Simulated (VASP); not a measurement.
Input of a VASP 6.6.1 run:

INCAR

```
PREC = Accurate ; ENCUT = 520
EDIFF = 1E-6 ; ISMEAR = -1
SIGMA = 0.02 ; LREAL = False
LASPH = True ; NELM = 60
ALGO = Normal ; ISIF = 2
LWAVE = False ; LCHARG = False
GGA = PE ; NBANDS = 26
```

KPOINTS

```
Automatic mesh
0
Gamma
  6 6 4
```

Contents of POSCAR:

```
HgTe
1.0
    4.8275684715      0.0000000000      0.0000000000
   -2.4137842358      4.1807969349      0.0000000000
    0.0000000000      0.0000000000      7.2242756689
Hg Te
2 2
Direct
    0.3333333333      0.6666666667      0.2500000000
    0.6666666667      0.3333333333      0.7500000000
    0.6666666667      0.3333333333      0.2500000000
    0.3333333333      0.6666666667      0.7500000000
```

Potentials or basis: VASP PAW PBE potentials, release 64 (Hg, Te).

Launch:

```bash
$ cat potpaw_PBE.64/Hg/POTCAR potpaw_PBE.64/Te/POTCAR > POTCAR
$ mpirun -np 1 vasp_std > vasp.out
```

Question: Estimate the pressure.

Answer: 1.1 GPa.

Question: What does it give for the band gap on the k mesh?

Answer: Zero (band 18 reaches 2.11 eV, above the bottom of band 19 at 1.97 eV).

Stress tensor (GPa, compression positive):
```
1.45 0.00 0.00
0.00 1.45 0.00
0.00 0.00 0.45
```

Caveat: spin-orbit coupling is left out, which moves the levels of the heavy elements.
